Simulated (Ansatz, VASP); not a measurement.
Re: VASP beside Ansatz

```
Re
1.0
     0.00000    1.93017    1.93017
     1.93017    0.00000    1.93017
     1.93017    1.93017    0.00000
Re
1
Cartesian
  0.0000 0.0000 0.0000
```

Alike in both runs: functional LDA; k mesh 14 × 14 × 14; occupations fermi-dirac, width 0.1 eV; no spin polarisation.

Ansatz relaxed the structure, and its values are those at the end. VASP's run is a single point on that final structure, the one shown.

```csv
,VASP,Ansatz
version,VASP 6.6.1,Ansatz 0.2.0
potentials or method,"VASP PAW LDA potentials, release 64 (Re), cutoff 520 eV","plane waves (420 eV) with PAW, scalar-relativistic"
valence electrons in the cell,7,15
```

Ansatz gave:

```
pressure (GPa) : 0.0
```

Problem. What did VASP give for the same quantities?

Solution. Pressure (GPa): 1.5.

Ansatz warns that its potentials were made for another functional, while VASP's fit it. LDA's correlation is that of Perdew and Zunger in VASP and of Perdew and Wang (1992) in Ansatz. VASP's potentials hold 7 valence electrons a cell and Ansatz's 15, so a difference there can come from the potentials and not from the codes.

Neither program's run includes spin-orbit coupling.
